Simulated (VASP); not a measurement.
# Al (P6_3/mmc) in VASP: a series of runs, part 2 of 2

VASP 6.6.1. The steps go on from the part before.

## 3. Single point, r2SCAN (15.53 Å³/atom)

This run uses another cell than the first one, of 15.53 Å³/atom.

POSCAR reads:

```
Al
1.0
    2.7811058077      0.0000000000      0.0000000000
   -1.3905529038      2.4085082801      0.0000000000
    0.0000000000      0.0000000000      4.6370880155
Al
2
Direct
    0.6666666667      0.3333333333      0.7500000000
    0.3333333333      0.6666666667      0.2500000000
```

INCAR.step1 reads:

```
SYSTEM = Al
PREC     = Accurate       ! precision mode
ENCUT    = 520            ! plane-wave cutoff, eV
ISMEAR   = 0              ! smearing method
SIGMA    = 0.1            ! smearing width, eV
LREAL    = .FALSE.        ! projectors in reciprocal space
LASPH    = .TRUE.         ! aspherical terms in the spheres
NELM     = 100            ! most SCF steps
NBANDS   = 10             ! bands
GGA      = PE             ! functional
ALGO     = Normal         ! electronic algorithm
EDIFF    = 1E-4           ! SCF threshold, eV
LWAVE    = .TRUE.         ! write WAVECAR
LCHARG   = .FALSE.        ! write CHGCAR
```

INCAR.step2 reads:

```
SYSTEM = Al
PREC     = Accurate       ! precision mode
ENCUT    = 520            ! plane-wave cutoff, eV
EDIFF    = 1E-6           ! SCF threshold, eV
ISMEAR   = 0              ! smearing method
SIGMA    = 0.1            ! smearing width, eV
LREAL    = .FALSE.        ! projectors in reciprocal space
LASPH    = .TRUE.         ! aspherical terms in the spheres
NELM     = 100            ! most SCF steps
ALGO     = Normal         ! electronic algorithm
ISIF     = 2              ! what is computed and relaxed
LWAVE    = .FALSE.        ! write WAVECAR
LCHARG   = .TRUE.         ! write CHGCAR
METAGGA  = R2SCAN         ! meta-GGA
LMIXTAU  = .TRUE.       
LELF     = .TRUE.         ! ELF
LVHAR    = .TRUE.       
NBANDS   = 10             ! bands
ISTART   = 1
```

KPOINTS reads:

```
regular mesh
0
G
  18 18 10
  0 0 0
```

Potentials or basis: VASP PAW PBE potentials, release 64 (Al).

Started as:

```bash
cat potpaw_PBE.64/Al/POTCAR > POTCAR
cp INCAR.step1 INCAR
mpirun -np 1 vasp_std > vasp.out
cp INCAR.step2 INCAR
mpirun -np 1 vasp_std > vasp.out
```

OUTCAR:

```text
SYSTEM = Al
   PREC = Accurate
   ENCUT = 520
   EDIFF = 1E-6
   ISMEAR = 0
   LREAL = .FALSE.
   LASPH = .TRUE.
   NELM = 100
   ISIF = 2
   METAGGA = R2SCAN
   ISTART = 1

 ion  position               nearest neighbor table
   1  0.667  0.333  0.750-   2 2.82   2 2.82   2 2.82   2 2.82   2 2.82   2 2.82
   2  0.333  0.667  0.250-   1 2.82   1 2.82   1 2.82   1 2.82   1 2.82   1 2.82

  LATTYP: Found a hexagonal cell.
 ALAT       =     2.7811058077
 C/A-ratio  =     1.6673540441

  Lattice vectors:

 A1 = (   2.7811058077,   0.0000000000,   0.0000000000)
 A2 = (  -1.3905529038,   2.4085082801,   0.0000000000)
 A3 = (   0.0000000000,   0.0000000000,   4.6370880155)

Analysis of symmetry for initial positions (statically):
=====================================================================
 Subroutine PRICEL returns:
 Original cell was already a primitive cell.

 Routine SETGRP: Setting up the symmetry group for a
 hexagonal supercell.

 Subroutine GETGRP returns: Found 24 space group operations
 (whereof 12 operations were pure point group operations)
 out of a pool of 24 trial point group operations.

The static configuration has the point symmetry D_3d.
 The point group associated with its full space group is D_6h.

Analysis of symmetry for dynamics (positions and initial velocities):
=====================================================================
 Subroutine PRICEL returns:
 Original cell was already a primitive cell.

 Routine SETGRP: Setting up the symmetry group for a
 hexagonal supercell.

 Subroutine GETGRP returns: Found 24 space group operations
 (whereof 12 operations were pure point group operations)
 out of a pool of 24 trial point group operations.

The dynamic configuration has the point symmetry D_3d.
 The point group associated with its full space group is D_6h.

 Subroutine INISYM returns: Found 24 space group operations
[... 116 lines left out ...]
     AMIX     =   0.40;   BMIX     =  1.00
     AMIX_MAG =   1.60;   BMIX_MAG =  1.00
  volume/ion in A,a.u.               =      15.53       104.80
  Fermi-wavevector in a.u.,A,eV,Ry     =   0.946357  1.788355 12.185258  0.895591
  Thomas-Fermi vector in A             =   2.074347
   LORBIT       =      0    0 simple, 1 ext, 2 COOP (PROOUT), +10 PAW based schemes
   METAGGA = R2SCAN    functional components
   LHFCALC =     F    Hartree Fock is set to
   AEXX    =    0.0000 exact exchange contribution
   IVDW    =     0    specifies the selected vdW correction
   LEPSILON=     F    determine dielectric tensor
   LRPA    =     F    only Hartree local field effects (RPA)
 non-spin polarized calculation
 Gauss-broadening in eV      SIGMA  =   0.10
  energy-cutoff  :      520.00
  volume of cell :       31.06
 maximum number of plane-waves:       852
 NGX is ok and might be reduce to    24
   NGX = 11   NGY = 11   NGZ = 17

 number of electron       6.0000000 magnetization

 Free energy of the ion-electron system (eV)
  ---------------------------------------------------
  ext. energy  EPLUGINS =         0.00000000
  ---------------------------------------------------
  free energy    TOTEN  =       -13.39063725 eV

  energy without entropy =      -13.38648064  energy(sigma->0) =      -13.38855895

 E-fermi :   8.6735     XC(G=0): -11.1395

 val. band max:        8.6728707940   @ k =   0.2778   0.1111   0.0000
 cond. band min:       8.6829711308   @ k =   0.3889  -0.0000   0.4000
 fundamental gap:      0.0101003368
 Fermi energy:         8.6735451820

 k-point     1 :       0.0000    0.0000    0.0000
  band No.  band energies     occupation
      1      -3.6198      2.00000
      2       3.2823      2.00000
      3       3.7692      2.00000
      4      20.8918      0.00000
      5      20.8918      0.00000
      6      20.9420      0.00000
      7      20.9421      0.00000
      8      21.4597      0.00000
      9      24.1769      0.00000
     10      24.6063      0.00000
[... 287 lines left out ...]
 k-point    24 :       0.3889    0.1111    0.0000
  band No.  band energies     occupation
      1       1.8620      2.00000
      2       4.6694      2.00000
      3       8.4795      1.99393
      4       9.1116      0.00000
      5      11.1336      0.00000
      6      11.3881      0.00000
      7      13.3495      0.00000
      8      18.4518      0.00000
      9      19.0642      0.00000
     10      20.5540      0.00000

 [... further k-points ...]
[... 5 lines left out ...]
  --------------------------------------------------------------------------------------
  -------------------------------------------------------------------------------------
  Total        0.4976504      0.4976504      0.4784651      0.0000000     -0.0000000      0.0000000
  in kB       25.6698876     25.6698876     24.6802664      0.0000000     -0.0000000      0.0000000
  external PRESSURE =      25.3400139 kB  Pullay stress =       0.0000000 kB

 VOLUME and BASIS-vectors are now :
 -----------------------------------------------------------------------------
  energy-cutoff  :      520.00
  volume of cell :       31.06
      direct lattice vectors                 reciprocal lattice vectors
     2.781105808  0.000000000  0.000000000     0.359569203  0.207597376  0.000000000
    -1.390552904  2.408508280  0.000000000     0.000000000  0.415194753  0.000000000
     0.000000000  0.000000000  4.637088015     0.000000000  0.000000000  0.215652581

 POSITION                                       TOTAL-FORCE (eV/Angst)
 -----------------------------------------------------------------------------------
      1.39055      0.80284      3.47782        -0.000000     -0.000000      0.000000
     -0.00000      1.60567      1.15927         0.000000      0.000000      0.000000
 -----------------------------------------------------------------------------------
    total drift:                                0.000000     -0.000000     -0.000000

  FREE ENERGIE OF THE ION-ELECTRON SYSTEM (eV)
  ---------------------------------------------------
  free  energy   TOTEN  =       -13.3906372533 eV

  energy  without entropy=      -13.3864806427  energy(sigma->0) =      -13.38855895
```

OSZICAR.step1:

```text
N       E                     dE             d eps       ncg     rms          rms(c)
DAV:   1    -0.242905533998E+00   -0.24291E+00   -0.23655E+03  4440   0.475E+02
DAV:   2    -0.729556757170E+01   -0.70527E+01   -0.68356E+01  5858   0.546E+01
DAV:   3    -0.743687797077E+01   -0.14131E+00   -0.14035E+00  5920   0.623E+00
DAV:   4    -0.743743352248E+01   -0.55555E-03   -0.55542E-03  5310   0.436E-01
DAV:   5    -0.743743816318E+01   -0.46407E-05   -0.46409E-05  5438   0.407E-02    0.197E+00
DAV:   6    -0.740743490758E+01    0.30003E-01   -0.28286E-03  4914   0.291E-01    0.114E+00
DAV:   7    -0.738618398550E+01    0.21251E-01   -0.81990E-03  4680   0.459E-01    0.184E-01
DAV:   8    -0.738608855689E+01    0.95429E-04   -0.87267E-05  5520   0.555E-02
   1 F= -.73860886E+01 E0= -.73836693E+01  d E =-.483846E-02
```

Wall time 64 s (1 thread of Intel Xeon 6975P-C (Granite Rapids), shared host); peak memory 0.19 GiB.

What came out:

```yaml
Free_energy: -13.3906 eV
Pressure: 2.5 GPa
Band_gap_on_the_k_mesh: zero (bands 3 and 4 overlap by 7.68 eV)
```

Caveat: the PAW data sets were made with another functional, which shifts forces and pressure a little.

## 4. Single point, r2SCAN

This run uses another cell than the first one, of 16.01 Å³/atom.

POSCAR reads:

```
Al
1.0
    2.8080864046      0.0000000000      0.0000000000
   -1.4040432023      2.4318741624      0.0000000000
    0.0000000000      0.0000000000      4.6890805712
Al
2
Direct
    0.6666666667      0.3333333333      0.7500000000
    0.3333333333      0.6666666667      0.2500000000
```

INCAR.step1 reads:

```
ALGO = Normal ; EDIFF = 1E-4
ENCUT = 520 ; GGA = PE
ISMEAR = 0 ; LASPH = T
LCHARG = F ; LREAL = F
LWAVE = T ; NBANDS = 10
NELM = 60 ; PREC = Accurate
SIGMA = 0.1
```

INCAR.step2 reads:

```
ALGO = Normal ; EDIFF = 1E-6
ENCUT = 520 ; ISIF = 2
ISMEAR = 0 ; ISTART = 1
LASPH = T ; LCHARG = F
LMIXTAU = T ; LREAL = F
LWAVE = F ; METAGGA = R2SCAN
NBANDS = 10 ; NELM = 60
PREC = Accurate ; SIGMA = 0.1
```

KPOINTS reads:

```
k-points
0
Gamma
  18 18 10
```

Started as:

```bash
cat potpaw_PBE.64/Al/POTCAR > POTCAR
cp INCAR.step1 INCAR
mpirun -np 1 vasp_std > vasp.out
cp INCAR.step2 INCAR
mpirun -np 1 vasp_std > vasp.out
```

It took 78 s on 1 thread of Intel Xeon 6975P-C (Granite Rapids), shared host; peak memory 0.19 GiB.

Results (log left out):

```
Free energy            : -13.3969 eV
Pressure               : -0.3 GPa
Band gap on the k mesh : zero (bands 3 and 4 overlap by 7.57 eV)
```

Levels at points of the mesh, in eV from the Fermi level:
```tsv
k point	band 1	band 2	band 3	band 4	band 5	band 6
(0.00, 0.00, 0.00)	-12.07	-5.26	-4.87	11.98	11.98	12.12
(0.50, 0.00, 0.00)	-5.60	-5.58	0.60	1.13	1.37	1.90
(0.00, 0.00, 0.50)	-10.29	-10.29	3.28	3.28	13.01	13.01
(0.50, 0.00, 0.50)	-4.31	-4.31	-3.34	-3.34	7.96	7.96
```

Caveat: the PAW data sets were made with another functional, which shifts forces and pressure a little.

## 5. The runs side by side

```tsv
cell	gap on the mesh (eV)	pressure (GPa)
a = 2.756, b = 2.756, c = 4.575 Å, angles 90.0, 90.0, 120.0°, 2 atoms	none	5.9
a = 2.781, b = 2.781, c = 4.637 Å, angles 90.0, 90.0, 120.0°, 2 atoms	none	2.5
a = 2.808, b = 2.808, c = 4.689 Å, angles 90.0, 90.0, 120.0°, 2 atoms	none	-0.3
```

Alike in all rows: task single point; level r2SCAN; potentials or basis VASP PAW PBE potentials, release 64 (Al); no spin polarisation; k mesh 18 × 18 × 10; cutoff (eV) 520; smearing gaussian 0.1 eV.

Caveats: the PAW data sets were made with another functional, which shifts forces and pressure a little; the cell stands under pressure (at least some runs).

Total energies depend on the potentials used, so only differences within one code and one set of settings carry meaning.
